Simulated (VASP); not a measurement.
Crystal: HfRu.

```
Hf Ru
1.0
     3.23300    0.00000    0.00000
     0.00000    3.23300    0.00000
     0.00000    0.00000    3.23300
Hf Ru
1 1
Direct
  0.00000 0.00000 0.00000
  0.50000 0.50000 0.50000
```

* Program: VASP 6.6.1
* Task: relaxation of cell and atoms
* Functional: LDA
* Potentials or basis: VASP PAW LDA potentials, release 64 (Hf_pv, Ru_pv)
* Cutoff: 600 eV
* k mesh: 12 × 12 × 12
* Occupations: fermi-dirac, width 0.1 eV
* Spin: no spin polarisation

At the start: pressure -10.1 GPa; volume 16.90 Å³/atom.

Task: Where does the relaxation end?

Result: Over 7 steps the energy falls by 26.7 meV/atom and the volume is 16.09 Å³/atom (-4.8 %); space group Pm-3m (No. 221, to 0.1 Å) before and after.

The path:
```tsv
step	energy change (eV)	largest force (eV/Å)	pressure (GPa)	volume (Å³)
1	0.0000	0.0000	-10.11	33.79
2	0.2418	0.0000	31.12	28.84
3	-0.0532	0.0000	-0.46	32.24
4	-0.0533	0.0000	-0.08	32.18
5	-0.0533	0.0000	0.15	32.15
6	-0.0533	0.0000	-0.25	32.21
7	-0.0533	0.0000	-0.01	32.17
```

Final structure:
```
CELL_PARAMETERS angstrom
3.18046 0.00000 0.00000
0.00000 3.18046 0.00000
0.00000 0.00000 3.18046
ATOMIC_POSITIONS crystal
Hf 0.00000 0.00000 0.00000
Ru 0.50000 0.50000 0.50000
```
